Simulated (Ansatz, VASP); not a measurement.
One calculation of Sc3W, two programs

```
Sc W
1.0
     6.21965    0.00000    0.00000
    -3.10983    5.38638    0.00000
     0.00000    0.00000    4.94747
Sc W
6 2
Cartesian
  0.0000 1.8351 1.2369
  1.5206 4.4688 1.2369
  -1.5206 4.4688 1.2369
  3.1098 3.5512 3.7106
  1.5893 0.9176 3.7106
  4.6304 0.9176 3.7106
  0.0000 3.5909 3.7106
  3.1098 1.7955 1.2369
```

Change from the starting cell: species swapped into the TcIr3 type (P6_3/mmc, No. 194).

Alike in both runs: functional PBE; k mesh 3 × 3 × 4; occupations gaussian, width 0.1 eV; no spin polarisation.

Ansatz relaxed the structure, and its values are those at the end. VASP's run is a single point on that final structure, the one shown.

|  | VASP | Ansatz |
| --- | --- | --- |
| version | VASP 6.6.1 | Ansatz 0.2.0 |
| potentials or method | VASP PAW PBE potentials, release 64 (Sc_sv, W_sv), cutoff 520 eV | scalar-relativistic, plane waves, PAW |
| valence electrons in the cell | 94 | 94 |

|  | VASP | Ansatz | Ansatz less VASP |
| --- | --- | --- | --- |
| gap on the k mesh at the Fermi level (eV) | none | none | - |
| pressure (GPa) | 0.1 | 0.0 | -0.12 |

A gap of «none» marks a metal or a gap that the smearing closes.

The k mesh is coarse, so the values compare programs but aren't converged. Neither program's run includes spin-orbit coupling.
